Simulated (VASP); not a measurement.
# B (R-3m) in VASP: single point with PBEsol

Aim: the single point of B with PBEsol.

All numbers are computed with VASP 6.6.1; they aren't measurements. Logs are shortened: lines on timing, memory, paths and dates and some standing lists are left out, and cuts for length are marked.

## Step 1: The cell of the first run

The structure is trigonal, space group R-3m (No. 166). Conventional cell: a = 4.918 Å, b = 4.918 Å, c = 12.581 Å, α = 90.00°, β = 90.00°, γ = 120.00°. Within 2.2 Å of B (site symmetry m) lie 6 B at 1.67 to 1.81 Å. Within 2.4 Å of B (site symmetry m) lie 7 B at 1.79 to 2.01 Å.

## Step 2: Single point, PBEsol

File INCAR:

```
PREC = Accurate
ENCUT = 520
EDIFF = 1E-6
ISMEAR = 0
SIGMA = 0.1
LREAL = False
LASPH = True
NELM = 60
ALGO = Normal
ISIF = 2
LWAVE = False
LCHARG = False
GGA = PS
NBANDS = 30
```

File KPOINTS:

```
regular mesh
0
Gamma
  6 6 6
```

File POSCAR:

```
B
1.0
    2.4589500000      1.4196750000      4.1935000000
   -2.4589500000      1.4196750000      4.1935000000
    0.0000000000     -2.8393510000      4.1935000000
B
12
Direct
    0.0101900000      0.6536100000      0.0101900000
    0.0101900000      0.0101900000      0.6536100000
    0.6536100000      0.0101900000      0.0101900000
    0.9898100000      0.3463900000      0.9898100000
    0.3463900000      0.9898100000      0.9898100000
    0.9898100000      0.9898100000      0.3463900000
    0.2211800000      0.6306000000      0.2211800000
    0.2211800000      0.2211800000      0.6306000000
    0.6306000000      0.2211800000      0.2211800000
    0.7788200000      0.3694000000      0.7788200000
    0.3694000000      0.7788200000      0.7788200000
    0.7788200000      0.7788200000      0.3694000000
```

Potentials or basis: VASP PAW PBE potentials, release 64 (B).

On the command line:

```sh
$ cat potpaw_PBE.64/B/POTCAR > POTCAR
$ mpirun -np 1 vasp_std > vasp.out
```

OUTCAR:

```text
PREC = Accurate
   ENCUT = 520
   EDIFF = 1E-6
   ISMEAR = 0
   LREAL = False
   LASPH = True
   NELM = 60
   ISIF = 2
   GGA = PS

 ion  position               nearest neighbor table
   1  0.010  0.654  0.010-   4 1.67   2 1.75   3 1.75   7 1.80  11 1.81  12 1.81
   2  0.010  0.010  0.654-   6 1.67   3 1.75   1 1.75   8 1.80  10 1.81  11 1.81
   3  0.654  0.010  0.010-   5 1.67   2 1.75   1 1.75   9 1.80  10 1.81  12 1.81
   4  0.990  0.346  0.990-   1 1.67   6 1.75   5 1.75  10 1.80   9 1.81   8 1.81
   5  0.346  0.990  0.990-   3 1.67   6 1.75   4 1.75  11 1.80   7 1.81   8 1.81
   6  0.990  0.990  0.346-   2 1.67   4 1.75   5 1.75  12 1.80   9 1.81   7 1.81
   7  0.221  0.631  0.221-  11 1.79  12 1.79   1 1.80   5 1.81   6 1.81   8 2.01   9 2.01
   8  0.221  0.221  0.631-  10 1.79  11 1.79   2 1.80   4 1.81   5 1.81   7 2.01   9 2.01
   9  0.631  0.221  0.221-  10 1.79  12 1.79   3 1.80   4 1.81   6 1.81   8 2.01   7 2.01
  10  0.779  0.369  0.779-   9 1.79   8 1.79   4 1.80   3 1.81   2 1.81  12 2.01  11 2.01
  11  0.369  0.779  0.779-   7 1.79   8 1.79   5 1.80   1 1.81   2 1.81  12 2.01  10 2.01
  12  0.779  0.779  0.369-   7 1.79   9 1.79   6 1.80   3 1.81   1 1.81  10 2.01  11 2.01

  LATTYP: Found a trigonal (rhomboedric) cell.
 ALAT       =     5.0643217175
 COS(alpha) =     0.5284944408

  Lattice vectors:

 A1 = (   2.4589500000,   1.4196750000,   4.1935000000)
 A2 = (  -2.4589500000,   1.4196750000,   4.1935000000)
 A3 = (   0.0000000000,  -2.8393510000,   4.1935000000)

Analysis of symmetry for initial positions (statically):
=====================================================================
 Subroutine PRICEL returns:
 Original cell was already a primitive cell.

 Routine SETGRP: Setting up the symmetry group for a
 trigonal (rhombohedral) supercell.

 Subroutine GETGRP returns: Found 12 space group operations
 (whereof 12 operations were pure point group operations)
 out of a pool of 12 trial point group operations.

The static configuration has the point symmetry D_3d.

Analysis of symmetry for dynamics (positions and initial velocities):
=====================================================================
 Subroutine PRICEL returns:
 Original cell was already a primitive cell.

 Routine SETGRP: Setting up the symmetry group for a
 trigonal (rhombohedral) supercell.

 Subroutine GETGRP returns: Found 12 space group operations
 (whereof 12 operations were pure point group operations)
 out of a pool of 12 trial point group operations.

The dynamic configuration has the point symmetry D_3d.

 Subroutine INISYM returns: Found 12 space group operations
 (whereof 12 operations are pure point group operations),
 and found     1 'primitive' translations

----------------------------------------------------------------------------------------

                                     Primitive cell

  volume of cell :      87.8348

  direct lattice vectors                    reciprocal lattice vectors
     2.458950000  1.419675000  4.193500000     0.203338823  0.117397734  0.079488106
    -2.458950000  1.419675000  4.193500000    -0.203338823  0.117397734  0.079488106
     0.000000000 -2.839351000  4.193500000     0.000000000 -0.234795467  0.079488078

  length of vectors
     5.064321717  5.064321717  5.064321904     0.247885587  0.247885587  0.247885591

  position of ions in fractional coordinates (direct lattice)
     0.010190000  0.653610000  0.010190000
     0.010190000  0.010190000  0.653610000
     0.653610000  0.010190000  0.010190000
     0.989810000  0.346390000  0.989810000
     0.346390000  0.989810000  0.989810000
     0.989810000  0.989810000  0.346390000
     0.221180000  0.630600000  0.221180000
     0.221180000  0.221180000  0.630600000
     0.630600000  0.221180000  0.221180000
     0.778820000  0.369400000  0.778820000
     0.369400000  0.778820000  0.778820000
     0.778820000  0.778820000  0.369400000

  ion indices of the primitive-cell ions
   primitive index   ion index
                 1           1
                 2           2
                 3           3
                 4           4
                 5           5
                 6           6
                 7           7
                 8           8
                 9           9
                10          10
                11          11
                12          12

----------------------------------------------------------------------------------------

 KPOINTS: regular mesh

Automatic generation of k-mesh.
 Grid dimensions read from file:
 generate k-points for:    6    6    6

 Generating k-lattice:

  Cartesian coordinates                     Fractional coordinates (reciprocal lattice)
     0.033889804  0.019566289  0.013248018     0.166666667 -0.000000000  0.000000000
    -0.033889804  0.019566289  0.013248018    -0.000000000  0.166666667  0.000000000
     0.000000000 -0.039132578  0.013248013    -0.000000000 -0.000000000  0.166666667

  Length of vectors
     0.041314264  0.041314264  0.041314265

  Shift w.r.t. Gamma in fractional coordinates (k-lattice)
     0.000000000  0.000000000  0.000000000

 Subroutine IBZKPT returns following result:
 ===========================================

 Found     32 irreducible k-points:

 Following reciprocal coordinates:
            Coordinates               Weight
  0.000000  0.000000  0.000000      1.000000
  0.166667  0.000000  0.000000      6.000000
  0.333333  0.000000  0.000000      6.000000
  0.500000  0.000000  0.000000      3.000000
  0.166667  0.166667  0.000000      6.000000
  0.333333  0.166667  0.000000     12.000000
[... 16 lines left out ...]
  0.500000  0.500000  0.166667      6.000000
 -0.333333  0.500000  0.166667     12.000000
 [... further k-points ...]
   k-points           NKPTS =     32   k-points in BZ     NKDIM =     32   number of bands    NBANDS=     30
   number of dos      NEDOS =    301   number of ions     NIONS =     12
   total plane-waves  NPLWV =  64000
   dimension x,y,z NGX =    40 NGY =   40 NGZ =   40
   dimension x,y,z NGXF=    80 NGYF=   80 NGZF=   80
   ions per type =              12
   NGX,Y,Z   is equivalent  to a cutoff of  13.13, 13.13, 13.13 a.u.
   NGXF,Y,Z  is equivalent  to a cutoff of  26.26, 26.26, 26.26 a.u.
 SYSTEM =  unknown system
   PREC   = accura    normal or accurate (medium, high low for compatibility)
   ISTART =      0    job   : 0-new  1-cont  2-samecut
   ICHARG =      2    charge: 1-file 2-atom 10-const
   ISPIN  =      1    spin polarized calculation?
   LNONCOLLINEAR =      F non collinear calculations
   LSORBIT =      F    spin-orbit coupling
   LASPH  =      T    aspherical Exc in radial PAW
   ENCUT  =  520.0 eV  38.22 Ry    6.18 a.u.   9.42  9.42  9.42*2*pi/ulx,y,z
   NELM   =     60;   NELMIN=  2; NELMDL= -5     # of ELM steps
   EDIFF  = 0.1E-05   stopping-criterion for ELM
   LREAL  =      F    real-space projection
   EDIFFG = 0.1E-04   stopping-criterion for IOM
   NSW    =      0    number of steps for IOM
   IBRION =     -1    ionic relax: 0-MD 1-quasi-New 2-CG
   NFREE  =      0    steps in history (QN), initial steepest desc. (CG)
   ISIF   =      2    stress and relaxation
   ISYM   =      2    0-nonsym 1-usesym 2-fastsym
   POTIM  = 0.5000    time-step for ionic-motion
   TEBEG  =    0.0;   TEEND  =   0.0 temperature during run
   PSTRESS=    0.0 pullay stress
   NELECT =      36.0000    total number of electrons
   NUPDOWN=      -1.0000    fix difference up-down
   EMIN   =  10.00;   EMAX   =-10.00  energy-range for DOS
   EFERMI =   0.00;   METHOD = LEGACY
   ISMEAR =     0;   SIGMA  =   0.10  broadening in eV -4-tet -1-fermi 0-gaus
   EFERMI_NEDOS =   21; number of points for ismear=-14 and -15
   IALGO  =     38    algorithm
   IMIX   =      4    mixing-type and parameters
     AMIX     =   0.40;   BMIX     =  1.00
     AMIX_MAG =   1.60;   BMIX_MAG =  1.00
  volume/ion in A,a.u.               =       7.32        49.39
  Fermi-wavevector in a.u.,A,eV,Ry     =   1.216056  2.298012 20.120178  1.478791
  Thomas-Fermi vector in A             =   2.351422
   LORBIT       =      0    0 simple, 1 ext, 2 COOP (PROOUT), +10 PAW based schemes
   GGA     = PS    functional components
   LHFCALC =     F    Hartree Fock is set to
   AEXX    =    0.0000 exact exchange contribution
   IVDW    =     0    specifies the selected vdW correction
   LEPSILON=     F    determine dielectric tensor
   LRPA    =     F    only Hartree local field effects (RPA)
 non-spin polarized calculation
 Gauss-broadening in eV      SIGMA  =   0.10
  energy-cutoff  :      520.00
  volume of cell :       87.83
 maximum number of plane-waves:      2381
 NGX is ok and might be reduce to    40
   NGX = 19   NGY = 19   NGZ = 19

 number of electron      36.0000000 magnetization

 Free energy of the ion-electron system (eV)
  ---------------------------------------------------
  ext. energy  EPLUGINS =         0.00000000
  ---------------------------------------------------
  free energy    TOTEN  =       -84.44281333 eV

  energy without entropy =      -84.44281333  energy(sigma->0) =      -84.44281333

 E-fermi :   6.2554     XC(G=0): -11.6222

 val. band max:        5.8080733117   @ k =   0.5000   0.5000   0.5000
 cond. band min:       7.2082167966   @ k =   0.0000   0.0000   0.0000
 fundamental gap:      1.4001434849
 Fermi energy:         6.2553908282

 k-point     1 :       0.0000    0.0000    0.0000
  band No.  band energies     occupation
      1     -10.2891      2.00000
      2      -4.5705      2.00000
      3      -4.3221      2.00000
      4      -4.3221      2.00000
      5      -3.2789      2.00000
      6      -2.6360      2.00000
[... 22 lines left out ...]
     29      15.4100      0.00000
     30      15.8772      0.00000

 k-point     2 :       0.1667    0.0000    0.0000
  band No.  band energies     occupation
      1     -10.1345      2.00000
      2      -5.4626      2.00000
      3      -4.6563      2.00000
      4      -4.5620      2.00000
      5      -3.1250      2.00000
      6      -2.4602      2.00000
[... 718 lines left out ...]
 k-point    24 :      -0.3333    0.5000    0.1667
  band No.  band energies     occupation
      1      -9.1623      2.00000
      2      -7.0170      2.00000
      3      -6.1915      2.00000
      4      -5.7287      2.00000
      5      -3.0758      2.00000
      6      -2.5539      2.00000
[... 22 lines left out ...]
     29      14.6018      0.00000
     30      15.5937      0.00000

 [... further k-points ...]
[... 5 lines left out ...]
  --------------------------------------------------------------------------------------
  -------------------------------------------------------------------------------------
  Total       -2.8143567     -2.8143562     -2.3836493      0.0000000      0.0000002      0.0000000
  in kB      -51.3361250    -51.3361170    -43.4796773      0.0000000      0.0000035      0.0000000
  external PRESSURE =     -48.7173064 kB  Pullay stress =       0.0000000 kB

 VOLUME and BASIS-vectors are now :
 -----------------------------------------------------------------------------
  energy-cutoff  :      520.00
  volume of cell :       87.83
      direct lattice vectors                 reciprocal lattice vectors
     2.458950000  1.419675000  4.193500000     0.203338823  0.117397734  0.079488106
    -2.458950000  1.419675000  4.193500000    -0.203338823  0.117397734  0.079488106
     0.000000000 -2.839351000  4.193500000     0.000000000 -0.234795467  0.079488078

 POSITION                                       TOTAL-FORCE (eV/Angst)
 -----------------------------------------------------------------------------------
     -1.58214      0.91345      2.82638        -0.093465      0.053962      0.164901
      0.00000     -1.82690      2.82638        -0.000000     -0.107924      0.164901
      1.58214      0.91345      2.82638         0.093465      0.053962      0.164901
      1.58214     -0.91345      9.75412         0.093465     -0.053962     -0.164901
     -1.58214     -0.91345      9.75412        -0.093465     -0.053962     -0.164901
      0.00000      1.82689      9.75412        -0.000000      0.107924     -0.164901
     -1.00674      0.58124      4.49946        -0.055512      0.032050     -0.035201
      0.00000     -1.16249      4.49946        -0.000000     -0.064100     -0.035201
      1.00674      0.58124      4.49946         0.055512      0.032050     -0.035201
      1.00674     -0.58124      8.08104         0.055512     -0.032050      0.035201
     -1.00674     -0.58124      8.08104        -0.055512     -0.032050      0.035201
      0.00000      1.16249      8.08104        -0.000000      0.064100      0.035201
 -----------------------------------------------------------------------------------
    total drift:                               -0.000000      0.000000     -0.000000

  FREE ENERGIE OF THE ION-ELECTRON SYSTEM (eV)
  ---------------------------------------------------
  free  energy   TOTEN  =       -84.4428133256 eV

  energy  without entropy=      -84.4428133256  energy(sigma->0) =      -84.44281333
```

Run time: 76 s. Hardware: 1 thread of Intel Xeon Platinum 8488C (Sapphire Rapids), shared host; peak memory 0.24 GiB.

What came out:

| Property | Result |
| --- | --- |
| Free energy | -84.4428 eV |
| Pressure | -4.9 GPa |
| Largest force | 0.197 eV/Å |
| Band gap on the k mesh | 1.40 eV, indirect (least direct gap 1.76 eV) |

Forces on the atoms (eV/Å):
```
B   -0.093  0.054  0.165
B    0.000 -0.108  0.165
B    0.093  0.054  0.165
B    0.093 -0.054 -0.165
B   -0.093 -0.054 -0.165
B    0.000  0.108 -0.165
B   -0.056  0.032 -0.035
B    0.000 -0.064 -0.035
B    0.056  0.032 -0.035
B    0.056 -0.032  0.035
B   -0.056 -0.032  0.035
B    0.000  0.064  0.035
```

Levels at points of the mesh, in eV from the valence-band top:
| k point | band 14 | band 15 | band 16 | band 17 | band 18 | band 19 | band 20 | band 21 | band 22 | band 23 |
| --- | --- | --- | --- | --- | --- | --- | --- | --- | --- | --- |
| (0.00, 0.00, 0.00) | -4.46 | -1.40 | -0.86 | -0.86 | -0.36 | 1.40 | 4.46 | 4.46 | 4.67 | 4.67 |
| (0.50, 0.00, 0.00) | -3.12 | -2.68 | -1.94 | -1.70 | -0.61 | 1.88 | 3.14 | 3.55 | 4.76 | 4.90 |
| (0.50, 0.50, 0.00) | -3.21 | -2.93 | -2.60 | -2.11 | -1.93 | 1.40 | 2.57 | 2.75 | 3.42 | 5.27 |
| (0.50, 0.50, 0.50) | -3.34 | -2.98 | -1.87 | -1.87 | 0.00 | 2.56 | 2.71 | 2.71 | 4.84 | 4.84 |

Caveat: the PAW data sets were made with another functional, which shifts forces and pressure a little. Expect the measured gap to be larger: semilocal functionals such as PBEsol lack the derivative discontinuity.
